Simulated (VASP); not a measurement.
Write the native input for VASP 6.6.1 that does the following.

```
Task                   : single point
Functional             : r2SCAN
Potentials or basis    : VASP PAW PBE potentials, release 64 (Pt)
Cutoff                 : 520 eV
k mesh                 : 11 × 11 × 6
Occupations            : methfessel-paxton, width 0.05 eV
Spin                   : no spin polarisation
Dipole correction      : no
Further INCAR settings : ALGO = Normal; EDIFF = 1e-06; NBANDS = 17
```

Pt:

```
CELL_PARAMETERS angstrom
2.76067 0.00000 0.00000
-1.38033 2.39081 0.00000
0.00000 0.00000 4.79213
ATOMIC_POSITIONS crystal
Pt 0.66667 0.33333 0.75000
Pt 0.33333 0.66667 0.25000
```

The input as run:

POSCAR

```
Pt
1.0
    2.7606656200      0.0000000000      0.0000000000
   -1.3803328100      2.3908065500      0.0000000000
    0.0000000000      0.0000000000      4.7921340000
Pt
2
Direct
    0.6666666667      0.3333333333      0.7500000000
    0.3333333333      0.6666666667      0.2500000000
```

INCAR.step1

```
SYSTEM = Pt
  PREC = Accurate
  ENCUT = 520
  ISMEAR = 1
  SIGMA = 0.05
  LREAL = .False.
  LASPH = .True.
  NELM = 100
  NBANDS = 17
  GGA = PE
  ALGO = Normal
  EDIFF = 1E-4
  LWAVE = .True.
  LCHARG = .False.
```

INCAR.step2

```
SYSTEM = Pt
  PREC = Accurate
  ENCUT = 520
  EDIFF = 1E-6
  ISMEAR = 1
  SIGMA = 0.05
  LREAL = .False.
  LASPH = .True.
  NELM = 100
  ALGO = Normal
  ISIF = 2
  LWAVE = .False.
  LCHARG = .False.
  METAGGA = R2SCAN
  LMIXTAU = .True.
  NBANDS = 17
  ISTART = 1
```

KPOINTS

```
regular mesh
0
Gamma
  11 11 6
  0 0 0
```

Potentials or basis: VASP PAW PBE potentials, release 64 (Pt).

The run is started by

```bash
$ cat potpaw_PBE.64/Pt/POTCAR > POTCAR
$ cp INCAR.step1 INCAR
$ mpirun -np 1 vasp_std > vasp.out
$ cp INCAR.step2 INCAR
$ mpirun -np 1 vasp_std > vasp.out
```

It gave:

| Quantity | Value |
| --- | --- |
| Pressure | -5.8 GPa |
| Band gap on the k mesh | zero (band 10 reaches 10.51 eV, above the bottom of band 11 at 9.24 eV) |

Caveat: the PAW data sets were made with another functional, which shifts forces and pressure a little; spin-orbit coupling is left out, which moves the levels of the heavy elements.

It took 85 s on 1 thread of Intel(R) Xeon(R) 6975P-C (Granite Rapids) (shared host), peak memory 0.18 GiB.
